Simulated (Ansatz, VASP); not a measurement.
# One calculation of KNb3, two programs

The input INCAR:

```
PREC = Accurate ; ENCUT = 600
EDIFF = 1E-6 ; ISMEAR = 0
SIGMA = 0.1 ; LREAL = False
LASPH = True ; NELM = 100
ALGO = Fast ; ISIF = 3
LWAVE = False ; LCHARG = False
GGA = PE ; IBRION = 2
NSW = 100 ; EDIFFG = -0.01
```

The input KPOINTS:

```
Automatic mesh
0
Gamma
  10 10 10
```

File POSCAR:

```
KNb3
1.0
    4.3697624990      0.0000000000      0.0000000000
    0.0000000000      4.3697624990      0.0000000000
    0.0000000000      0.0000000000      4.3697624990
K Nb
1 3
Direct
    0.0000000000      0.0000000000      0.0000000000
    0.0000000000      0.5000000000      0.5000000000
    0.5000000000      0.0000000000      0.5000000000
    0.5000000000      0.5000000000      0.0000000000
```

Input for Ansatz:

```yaml
crystal:
  lattice:
    - [4.369762499, 0.0, 0.0]
    - [0.0, 4.369762499, 0.0]
    - [0.0, 0.0, 4.369762499]
  atoms:
    - { symbol: K, position: [0.0, 0.0, 0.0] }
    - { symbol: Nb, position: [0.0, 0.5, 0.5] }
    - { symbol: Nb, position: [0.5, 0.0, 0.5] }
    - { symbol: Nb, position: [0.5, 0.5, 0.0] }
basis:
  ecutwfc: 420
kpoints:
  mp_grid: { grid: [10, 10, 10] }
hamiltonian:
  xc: pbe
scf:
  occupations: { method: gaussian, width: 0.1 }
output:
  forces: true
  stress: true
  eigenvalues: true
  write_density: true
  write_potential: true
  elf: true
  volumetric_format: npy
relax:
  adjacent_minimum: "off"
  f_tol: 0.01
  max_steps: 80
  cell: { stress_tol: 0.05 }
```

Change from the starting cell: species swapped into the GdSn3 type (Pm-3m, No. 221).

Alike in both runs: task relaxation of cell and atoms; functional PBE; k mesh 10 × 10 × 10; occupations gaussian, width 0.1 eV; no spin polarisation.

|  | VASP | Ansatz |
| --- | --- | --- |
| version | VASP 6.6.1 | Ansatz 0.2.0 |
| potentials or method | VASP PAW PBE potentials, release 64 (K_sv, Nb_sv), cutoff 600 eV | scalar-relativistic, plane waves, PAW |
| valence electrons in the cell | 48 | 48 |

|  | VASP | Ansatz | Ansatz less VASP |
| --- | --- | --- | --- |
| gap on the k mesh at the Fermi level, each at its own relaxed structure (eV) | none | none | - |
| relaxed volume (Å³/atom) | 20.97 | 20.96 | -0.010 |
| relaxed length of the cell vector where the two differ most in proportion (Å) | 4.377 | 4.376 | -0.0007 |

A gap of «none» marks a metal or a gap that the smearing closes.
